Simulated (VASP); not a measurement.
A run of VASP 6.6.1:

The input INCAR:

```
SYSTEM = Ti3Al
ALGO = Fast ; EDIFF = 1E-6
EDIFFG = -0.002 ; ENCUT = 600
IBRION = 2 ; ISIF = 3
ISMEAR = 0 ; LASPH = .TRUE.
LCHARG = .FALSE. ; LREAL = .FALSE.
LWAVE = .FALSE. ; NELM = 100
NSW = 100 ; PREC = Accurate
SIGMA = 0.1
```

The input KPOINTS:

```
k-points
0
G
  12 12 12
  0 0 0
```

File POSCAR:

```
Ti3Al
1.0
    0.0000000000      3.1476507367      3.1476507367
    3.1476507367      0.0000000000      3.1476507367
    3.1476507367      3.1476507367      0.0000000000
Ti Al
3 1
Direct
    0.7500000000      0.7500000000      0.7500000000
    0.2500000000      0.2500000000      0.2500000000
    0.0000000000      0.0000000000      0.0000000000
    0.5000000000      0.5000000000      0.5000000000
```

Potentials or basis: VASP PAW LDA potentials, release 64 (Ti_sv, Al).

Launch:

```console
$ cat potpaw_LDA.64/Ti_sv/POTCAR potpaw_LDA.64/Al/POTCAR > POTCAR
$ mpirun -np 1 vasp_std > vasp.out
```

Hardware: 1 thread of AMD EPYC 7R13 (shared host).

**Question.** How long does it take, and how much memory?

**Answer.** Run time: 12 min on 1 thread of AMD EPYC 7R13, on a shared host, peak memory 0.23 GiB. Counts: scf iterations 67, k points 72, ion steps 5.
